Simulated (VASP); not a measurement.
# Cd2S (P3m1) in VASP: notebook

The runs below take Cd2S through single point, with PBEsol, LDA.

Everything below comes from runs of VASP 6.6.1. Logs are shortened: lines on timing, memory, paths and dates and some standing lists are left out, and cuts for length are marked.

### 1 The cell of the first run

It takes space group P3m1 (No. 156, trigonal). Conventional cell: a = 3.989 Å, b = 3.989 Å, c = 5.848 Å, α = 90.00°, β = 90.00°, γ = 120.00°. Cd (site symmetry 3m) has 2 S at 2.53 to 3.32 Å and 3 Cd at 3.10 Å within 3.4 Å. Cd (site symmetry 3m) has 3 S at 2.62 Å and 3 Cd at 3.10 Å within 3.5 Å. Within 3.4 Å of S (site symmetry 3m) lie 5 Cd at 2.53 to 3.32 Å.

### 2 Single point, PBEsol

Contents of INCAR:

```
SYSTEM = Cd2S
PREC     = Accurate       ! precision mode
ENCUT    = 520            ! plane-wave cutoff, eV
EDIFF    = 1E-7           ! SCF threshold, eV
ISMEAR   = -1             ! smearing method
SIGMA    = 0.05           ! smearing width, eV
LREAL    = .FALSE.        ! projectors in reciprocal space
LASPH    = .TRUE.         ! aspherical terms in the spheres
NELM     = 60             ! most SCF steps
ALGO     = Normal         ! electronic algorithm
ISIF     = 2              ! what is computed and relaxed
LWAVE    = .FALSE.        ! write WAVECAR
LCHARG   = .FALSE.        ! write CHGCAR
GGA      = PS             ! functional
NBANDS   = 22             ! bands
```

Contents of KPOINTS:

```
Automatic mesh
0
G
  7 7 4
  0 0 0
```

Contents of POSCAR:

```
Cd2S
1.0
    3.9889136618      0.0000000000      0.0000000000
   -1.9944568309      3.4545005647      0.0000000000
    0.0000000000      0.0000000000      5.8476645914
Cd S
2 1
Direct
    0.3333333333      0.6666666667      0.9327170000
    0.6666666667      0.3333333333      0.5787350000
    0.3333333333      0.6666666667      0.3657050000
```

Potentials or basis: VASP PAW PBE potentials, release 64 (Cd, S).

On the command line:

```sh
> cat potpaw_PBE.64/Cd/POTCAR potpaw_PBE.64/S/POTCAR > POTCAR
> mpirun -np 1 vasp_std > vasp.out
```

OUTCAR:

```text
SYSTEM = Cd2S
   PREC = Accurate
   ENCUT = 520
   EDIFF = 1E-7
   ISMEAR = -1
   LREAL = .FALSE.
   LASPH = .TRUE.
   NELM = 60
   ISIF = 2
   GGA = PS

 ion  position               nearest neighbor table
   1  0.333  0.667  0.933-   3 2.53   2 3.10   2 3.10   2 3.10
   2  0.667  0.333  0.579-   3 2.62   3 2.62   3 2.62   1 3.10   1 3.10   1 3.10
   3  0.333  0.667  0.366-   1 2.53   2 2.62   2 2.62   2 2.62

  LATTYP: Found a hexagonal cell.
 ALAT       =     3.9889136618
 C/A-ratio  =     1.4659792332

  Lattice vectors:

 A1 = (   3.9889136618,   0.0000000000,   0.0000000000)
 A2 = (  -1.9944568309,   3.4545005647,   0.0000000000)
 A3 = (   0.0000000000,   0.0000000000,   5.8476645914)

Analysis of symmetry for initial positions (statically):
=====================================================================
 Subroutine PRICEL returns:
 Original cell was already a primitive cell.

 Routine SETGRP: Setting up the symmetry group for a
 hexagonal supercell.

 Subroutine GETGRP returns: Found  6 space group operations
 (whereof  6 operations were pure point group operations)
 out of a pool of 24 trial point group operations.

The static configuration has the point symmetry C_3v.

Analysis of symmetry for dynamics (positions and initial velocities):
=====================================================================
 Subroutine PRICEL returns:
 Original cell was already a primitive cell.

 Routine SETGRP: Setting up the symmetry group for a
 hexagonal supercell.

 Subroutine GETGRP returns: Found  6 space group operations
 (whereof  6 operations were pure point group operations)
 out of a pool of 24 trial point group operations.

The dynamic configuration has the point symmetry C_3v.

 Subroutine INISYM returns: Found  6 space group operations
 (whereof  6 operations are pure point group operations),
 and found     1 'primitive' translations

----------------------------------------------------------------------------------------

                                     Primitive cell

  volume of cell :      80.5791

  direct lattice vectors                    reciprocal lattice vectors
     3.988913662  0.000000000  0.000000000     0.250694822  0.144738723  0.000000000
    -1.994456831  3.454500565  0.000000000     0.000000000  0.289477446  0.000000000
     0.000000000  0.000000000  5.847664591     0.000000000  0.000000000  0.171008440

  length of vectors
     3.988913662  3.988913662  5.847664591     0.289477446  0.289477446  0.171008440

  position of ions in fractional coordinates (direct lattice)
     0.333333333  0.666666667  0.932717000
     0.666666667  0.333333333  0.578735000
     0.333333333  0.666666667  0.365705000

  ion indices of the primitive-cell ions
   primitive index   ion index
                 1           1
                 2           2
                 3           3

----------------------------------------------------------------------------------------

 KPOINTS: Automatic mesh

Automatic generation of k-mesh.
 Grid dimensions read from file:
 generate k-points for:    7    7    4

 Generating k-lattice:

  Cartesian coordinates                     Fractional coordinates (reciprocal lattice)
     0.035813546  0.020676960  0.000000000     0.142857143  0.000000000  0.000000000
     0.000000000  0.041353921  0.000000000     0.000000000  0.142857143  0.000000000
     0.000000000  0.000000000  0.042752110     0.000000000  0.000000000  0.250000000

  Length of vectors
     0.041353921  0.041353921  0.042752110

  Shift w.r.t. Gamma in fractional coordinates (k-lattice)
     0.000000000  0.000000000  0.000000000

 Subroutine IBZKPT returns following result:
 ===========================================

 Found     28 irreducible k-points:

 Following reciprocal coordinates:
            Coordinates               Weight
  0.000000  0.000000  0.000000      1.000000
  0.142857  0.000000  0.000000      6.000000
  0.285714 -0.000000  0.000000      6.000000
  0.428571 -0.000000  0.000000      6.000000
  0.142857  0.142857  0.000000      6.000000
  0.285714  0.142857  0.000000     12.000000
[... 16 lines left out ...]
  0.285714 -0.000000  0.500000      6.000000
  0.428571 -0.000000  0.500000      6.000000
 [... further k-points ...]
   k-points           NKPTS =     28   k-points in BZ     NKDIM =     28   number of bands    NBANDS=     22
   number of dos      NEDOS =    301   number of ions     NIONS =      3
   total plane-waves  NPLWV =  43200
   dimension x,y,z NGX =    30 NGY =   30 NGZ =   48
   dimension x,y,z NGXF=    60 NGYF=   60 NGZF=   96
   ions per type =               2   1
   NGX,Y,Z   is equivalent  to a cutoff of  12.50, 12.50, 13.65 a.u.
   NGXF,Y,Z  is equivalent  to a cutoff of  25.01, 25.01, 27.29 a.u.
 SYSTEM =  Cd2S
   PREC   = accura    normal or accurate (medium, high low for compatibility)
   ISTART =      0    job   : 0-new  1-cont  2-samecut
   ICHARG =      2    charge: 1-file 2-atom 10-const
[... 65 lines left out ...]
      3      -7.1985      2.00000
      4      -7.1050      2.00000
      5      -7.1050      2.00000
      6      -7.0312      2.00000
[... 14 lines left out ...]
     21       9.2624      0.00000
     22      10.9074      0.00000

 k-point     2 :       0.1429    0.0000    0.0000
  band No.  band energies     occupation
      1     -11.3668      2.00000
      2      -7.2062      2.00000
      3      -7.1955      2.00000
      4      -7.1044      2.00000
      5      -7.0651      2.00000
      6      -6.9829      2.00000
[... 14 lines left out ...]
     21       9.3143      0.00000
     22      10.4941      0.00000

 k-point     3 :       0.2857   -0.0000    0.0000
  band No.  band energies     occupation
      1     -11.2183      2.00000
      2      -7.2074      2.00000
      3      -7.2000      2.00000
      4      -7.1021      2.00000
      5      -6.9701      2.00000
      6      -6.9583      2.00000
[... 14 lines left out ...]
     21       9.1868      0.00000
     22       9.5098      0.00000

 k-point     4 :       0.4286   -0.0000    0.0000
  band No.  band energies     occupation
      1     -11.0977      2.00000
      2      -7.2123      2.00000
      3      -7.1840      2.00000
      4      -7.1215      2.00000
      5      -6.9565      2.00000
      6      -6.8793      2.00000
[... 14 lines left out ...]
     21       8.8827      0.00000
     22       9.5435      0.00000

 k-point     5 :       0.1429    0.1429    0.0000
  band No.  band energies     occupation
      1     -11.2598      2.00000
      2      -7.2134      2.00000
      3      -7.1955      2.00000
      4      -7.0912      2.00000
      5      -7.0097      2.00000
      6      -6.9506      2.00000
[... 14 lines left out ...]
     21       8.7982      0.00000
     22       9.8773      0.00000

 k-point     6 :       0.2857    0.1429    0.0000
  band No.  band energies     occupation
      1     -11.1253      2.00000
      2      -7.2452      2.00000
      3      -7.1673      2.00000
      4      -7.0801      2.00000
      5      -6.9690      2.00000
      6      -6.9254      2.00000
[... 14 lines left out ...]
     21       8.8893      0.00000
     22       9.7736      0.00000

 k-point     7 :       0.4286    0.1429    0.0000
  band No.  band energies     occupation
      1     -11.0652      2.00000
      2      -7.2632      2.00000
      3      -7.1363      2.00000
      4      -7.0905      2.00000
      5      -6.9719      2.00000
      6      -6.9016      2.00000
[... 324 lines left out ...]
      6      -6.9460      2.00000
[... 14 lines left out ...]
     21       8.6440      0.00000
     22       9.7431      0.00000

 k-point    21 :       0.0000    0.0000    0.5000
  band No.  band energies     occupation
      1     -11.3206      2.00000
      2      -7.4300      2.00000
      3      -7.2052      2.00000
      4      -7.2052      2.00000
      5      -7.1502      2.00000
      6      -7.1502      2.00000
[... 14 lines left out ...]
     21       8.9468      0.00000
     22       9.7351      0.00000

 k-point    22 :       0.1429    0.0000    0.5000
  band No.  band energies     occupation
      1     -11.2586      2.00000
      2      -7.4185      2.00000
      3      -7.1883      2.00000
      4      -7.1856      2.00000
      5      -7.1385      2.00000
      6      -7.1133      2.00000
[... 14 lines left out ...]
     21       9.3537      0.00000
     22       9.7505      0.00000

 k-point    23 :       0.2857   -0.0000    0.5000
  band No.  band energies     occupation
      1     -11.1170      2.00000
      2      -7.4051      2.00000
      3      -7.1632      2.00000
      4      -7.1537      2.00000
      5      -7.0802      2.00000
      6      -7.0154      2.00000
[... 14 lines left out ...]
     21       8.7750      0.00000
     22      10.4555      0.00000

 k-point    24 :       0.4286   -0.0000    0.5000
  band No.  band energies     occupation
      1     -11.0017      2.00000
      2      -7.3920      2.00000
      3      -7.1535      2.00000
      4      -7.1426      2.00000
      5      -7.0505      2.00000
      6      -6.9027      2.00000
[... 14 lines left out ...]
     21       8.4045      0.00000
     22       9.8585      0.00000

 [... further k-points ...]
[... 5 lines left out ...]
  --------------------------------------------------------------------------------------
  -------------------------------------------------------------------------------------
  Total       -1.6074418     -1.6074418     -2.1459028      0.0000000      0.0000000      0.0000000
  in kB      -31.9612289    -31.9612289    -42.6676047      0.0000000      0.0000000      0.0000000
  external PRESSURE =     -35.5300208 kB  Pullay stress =       0.0000000 kB

 VOLUME and BASIS-vectors are now :
 -----------------------------------------------------------------------------
  energy-cutoff  :      520.00
  volume of cell :       80.58
      direct lattice vectors                 reciprocal lattice vectors
     3.988913662  0.000000000  0.000000000     0.250694822  0.144738723  0.000000000
    -1.994456831  3.454500565  0.000000000     0.000000000  0.289477446  0.000000000
     0.000000000  0.000000000  5.847664591     0.000000000  0.000000000  0.171008440

 POSITION                                       TOTAL-FORCE (eV/Angst)
 -----------------------------------------------------------------------------------
     -0.00000      2.30300      5.45422        -0.000000      0.000000      0.049785
      1.99446      1.15150      3.38425         0.000000     -0.000000     -0.171937
     -0.00000      2.30300      2.13852        -0.000000     -0.000000      0.122152
 -----------------------------------------------------------------------------------
    total drift:                                0.000000     -0.000000      0.000467

  FREE ENERGIE OF THE ION-ELECTRON SYSTEM (eV)
  ---------------------------------------------------
  free  energy   TOTEN  =        -7.2207468300 eV

  energy  without entropy=       -7.2200984728  energy(sigma->0) =       -7.22042265
```

Wall time 32 s (1 thread of AMD EPYC 9R45 (Zen 5), shared host); peak memory 0.18 GiB.

Results:

```yaml
Free_energy: -7.2207 eV
Pressure: -3.6 GPa
Largest_force: 0.172 eV/Å
Band_gap_on_the_k_mesh: 0.50 eV (least direct gap 0.79 eV)
```

Forces in eV/Å, atoms in the order of the input:
```
Cd   0.000  0.000  0.050
Cd   0.000  0.000 -0.172
S    0.000  0.000  0.122
```

Levels at points of the mesh, in eV from the valence-band top:
| k point | band 12 | band 13 | band 14 | band 15 | band 16 | band 17 | band 18 | band 19 |
| --- | --- | --- | --- | --- | --- | --- | --- | --- |
| (0.00, 0.00, 0.00) | -4.36 | -3.57 | -0.61 | -0.61 | 3.14 | 5.00 | 6.80 | 6.80 |
| (0.00, 0.00, 0.50) | -5.79 | -0.53 | -0.53 | -0.13 | 1.10 | 4.76 | 6.38 | 6.38 |

Caveat: the cell stands under tension; semilocal functionals underestimate gaps, and a narrow one can read as zero; the PAW data sets were made with another functional, which shifts forces and pressure a little. A k mesh can miss the band edges.

### 3 Single point, LDA

Contents of INCAR:

```
SYSTEM = Cd2S
PREC = Accurate
ENCUT = 520
EDIFF = 1E-6
ISMEAR = -1
SIGMA = 0.05
LREAL = .FALSE.
LASPH = .TRUE.
NELM = 60
ALGO = Normal
ISIF = 2
LWAVE = .FALSE.
LCHARG = .FALSE.
NBANDS = 22
```

KPOINTS is that of step 2.

POSCAR is that of step 2.

Potentials or basis: VASP PAW LDA potentials, release 64 (Cd, S).

On the command line:

```sh
> cat potpaw_LDA.64/Cd/POTCAR potpaw_LDA.64/S/POTCAR > POTCAR
> mpirun -np 1 vasp_std > vasp.out
```

It took 28 s on 1 thread of AMD EPYC 9R45 (Zen 5), shared host; peak memory 0.15 GiB.

Results (log left out):

```
Free energy            : -8.0120 eV
Pressure               : -5.3 GPa
Largest force          : 0.198 eV/Å
Band gap on the k mesh : 0.46 eV (least direct gap 0.77 eV)
```

Forces in eV/Å, atoms in the order of the input:
```
Cd   0.000  0.000  0.031
Cd   0.000  0.000 -0.198
S    0.000  0.000  0.166
```

Stress tensor (GPa, compression positive):
```
-4.74  0.00  0.00
 0.00 -4.74  0.00
 0.00  0.00 -6.53
```

Levels at points of the mesh, in eV from the valence-band top:
```
           k point  band 12  band 13  band 14  band 15  band 16  band 17  band 18  band 19
(0.00, 0.00, 0.00)    -4.37    -3.59    -0.59    -0.59     3.06     4.95     6.75     6.75
(0.00, 0.00, 0.50)    -5.81    -0.51    -0.51    -0.13     1.03     4.71     6.32     6.32
```

Caveat: the cell stands under tension; semilocal functionals underestimate gaps, and a narrow one can read as zero. A k mesh can miss the band edges.

### 4 Single point, PBEsol

This run uses another cell than the first one, of 27.39 Å³/atom.

Contents of INCAR:

```
ALGO = Normal
EDIFF = 1E-6
ENCUT = 520
GGA = PS
ISIF = 2
ISMEAR = -1
LASPH = True
LCHARG = False
LREAL = False
LWAVE = False
NBANDS = 22
NELM = 60
PREC = Accurate
SIGMA = 0.05
```

Contents of KPOINTS:

```
k-points
0
Gamma
  7 7 4
```

Contents of POSCAR:

```
Cd2S
1.0
    4.0148164244      0.0000000000      0.0000000000
   -2.0074082122      3.4769330151      0.0000000000
    0.0000000000      0.0000000000      5.8856375034
Cd S
2 1
Direct
    0.3333333333      0.6666666667      0.9327170000
    0.6666666667      0.3333333333      0.5787350000
    0.3333333333      0.6666666667      0.3657050000
```

Potentials or basis: VASP PAW PBE potentials, release 64 (Cd, S).

On the command line:

```sh
> cat potpaw_PBE.64/Cd/POTCAR potpaw_PBE.64/S/POTCAR > POTCAR
> mpirun -np 1 vasp_std > vasp.out
```

Wall time 29 s (1 thread of AMD EPYC 9R45 (Zen 5), shared host); peak memory 0.18 GiB.

The run converged. Its results:

```yaml
Free_energy: -7.1828 eV
Pressure: -4.2 GPa
Largest_force: 0.238 eV/Å
Band_gap_on_the_k_mesh: 0.48 eV (least direct gap 0.75 eV)
```

Forces in eV/Å, atoms in the order of the input:
```
Cd   0.000  0.000  0.087
Cd   0.000  0.000 -0.238
S    0.000  0.000  0.151
```

Stress tensor (GPa, compression positive):
```
-3.71  0.00  0.00
 0.00 -3.71  0.00
 0.00  0.00 -5.11
```

Levels at points of the mesh, in eV from the valence-band top:
| k point | band 12 | band 13 | band 14 | band 15 | band 16 | band 17 | band 18 | band 19 |
| --- | --- | --- | --- | --- | --- | --- | --- | --- |
| (0.00, 0.00, 0.00) | -4.30 | -3.51 | -0.60 | -0.60 | 3.09 | 4.94 | 6.76 | 6.76 |
| (0.00, 0.00, 0.50) | -5.69 | -0.53 | -0.53 | -0.12 | 1.05 | 4.75 | 6.34 | 6.34 |

Caveat: the cell stands under tension; semilocal functionals underestimate gaps, and a narrow one can read as zero; the PAW data sets were made with another functional, which shifts forces and pressure a little.

### 5 Single point, LDA

This run uses another cell than the first one, of 27.39 Å³/atom.

Contents of INCAR:

```
  ALGO = Normal
  EDIFF = 1E-6
  ENCUT = 520
  ISIF = 2
  ISMEAR = -1
  LASPH = True
  LCHARG = True
  LELF = True
  LREAL = False
  LVHAR = True
  LWAVE = False
  NBANDS = 22
  NELM = 80
  PREC = Accurate
  SIGMA = 0.05
```

KPOINTS is that of step 4.

POSCAR is that of step 4.

Potentials or basis: VASP PAW LDA potentials, release 64 (Cd, S).

On the command line:

```sh
> cat potpaw_LDA.64/Cd/POTCAR potpaw_LDA.64/S/POTCAR > POTCAR
> mpirun -np 1 vasp_std > vasp.out
```

Run time: 28 s. Hardware: 1 thread of AMD EPYC 9R45 (Zen 5), shared host; peak memory 0.16 GiB.

It converged, with:

```
Free energy            : -7.9568 eV
Pressure               : -5.9 GPa
Largest force          : 0.265 eV/Å
Band gap on the k mesh : 0.45 eV (least direct gap 0.74 eV)
```

Forces in eV/Å, atoms in the order of the input:
```
Cd   0.000  0.000  0.069
Cd   0.000  0.000 -0.265
S    0.000  0.000  0.195
```

Stress tensor (GPa, compression positive):
```
-5.20  0.00  0.00
 0.00 -5.20  0.00
 0.00  0.00 -7.28
```

Levels at points of the mesh, in eV from the valence-band top:
| k point | band 11 | band 12 | band 13 | band 14 | band 15 | band 16 | band 17 | band 18 | band 19 | band 20 |
| --- | --- | --- | --- | --- | --- | --- | --- | --- | --- | --- |
| (0.00, 0.00, 0.00) | -7.52 | -4.31 | -3.53 | -0.58 | -0.58 | 3.01 | 4.89 | 6.71 | 6.71 | 8.05 |
| (0.00, 0.00, 0.50) | -7.53 | -5.71 | -0.50 | -0.50 | -0.12 | 0.97 | 4.70 | 6.27 | 6.27 | 7.82 |

Caveat: the cell stands under tension; semilocal functionals underestimate gaps, and a narrow one can read as zero.

### 6 The runs side by side

```tsv
level	potentials or basis	cell	gap on the mesh (eV)	pressure (GPa)	largest force (eV/Å)
PBEsol	VASP PAW PBE potentials, release 64 (Cd, S)	a = 3.989, b = 3.989, c = 5.848 Å, angles 90.0, 90.0, 120.0°, 3 atoms	0.50	-3.6	0.17
LDA	VASP PAW LDA potentials, release 64 (Cd, S)	a = 3.989, b = 3.989, c = 5.848 Å, angles 90.0, 90.0, 120.0°, 3 atoms	0.46	-5.3	0.20
PBEsol	VASP PAW PBE potentials, release 64 (Cd, S)	a = 4.015, b = 4.015, c = 5.886 Å, angles 90.0, 90.0, 120.0°, 3 atoms	0.48	-4.2	0.24
LDA	VASP PAW LDA potentials, release 64 (Cd, S)	a = 4.015, b = 4.015, c = 5.886 Å, angles 90.0, 90.0, 120.0°, 3 atoms	0.45	-5.9	0.26
```

Alike in all rows: task single point; no spin polarisation; k mesh 7 × 7 × 4; cutoff (eV) 520; smearing fermi-dirac 0.05 eV.

Caveats: the cell stands under tension; semilocal functionals underestimate gaps, and a narrow one can read as zero; the PAW data sets were made with another functional, which shifts forces and pressure a little (at least some runs).

Absolute energies hang on the potentials; compare differences alone.
